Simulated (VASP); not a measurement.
Wanted: the native input for a VASP 6.6.1 run.

```
Task                   : single point
Functional             : PBE
Potentials or basis    : VASP PAW PBE potentials, release 64 (La)
Cutoff                 : 520 eV
k mesh                 : 7 × 7 × 4
Occupations            : fermi-dirac, width 0.05 eV
Spin                   : no spin polarisation
Dipole correction      : no
Further INCAR settings : ALGO = Normal; EDIFF = 1e-06; NBANDS = 18
```

The structure of La lies in POSCAR:

```
La
1.0
    3.7500000000      0.0000000000      0.0000000000
   -1.8750000000      3.2475952642      0.0000000000
    0.0000000000      0.0000000000      5.8272000000
La
2
Direct
    0.6666666667      0.3333333333      0.7500000000
    0.3333333333      0.6666666667      0.2500000000
```

These files were run (other wordings do the same):

INCAR

```
SYSTEM = La
PREC = Accurate
ENCUT = 520
EDIFF = 1E-6
ISMEAR = -1
SIGMA = 0.05
LREAL = .FALSE.
LASPH = .TRUE.
NELM = 100
ALGO = Normal
ISIF = 2
LWAVE = .FALSE.
LCHARG = .FALSE.
GGA = PE
NBANDS = 18
```

KPOINTS

```
regular mesh
0
G
  7 7 4
  0 0 0
```

Potentials or basis: VASP PAW PBE potentials, release 64 (La).

Command:

```console
$ cat potpaw_PBE.64/La/POTCAR > POTCAR
$ mpirun -np 1 vasp_std > vasp.out
```

It gave:

The pressure is 2.0 GPa and the band gap on the k mesh is zero (band 11 reaches 9.51 eV, above the bottom of band 12 at 8.01 eV).

Caveat: spin-orbit coupling is left out, which moves the levels of the heavy elements.

Wall time 58 s on 1 thread of Intel Xeon 6975P-C, on a shared host, peak memory 0.2 GiB.
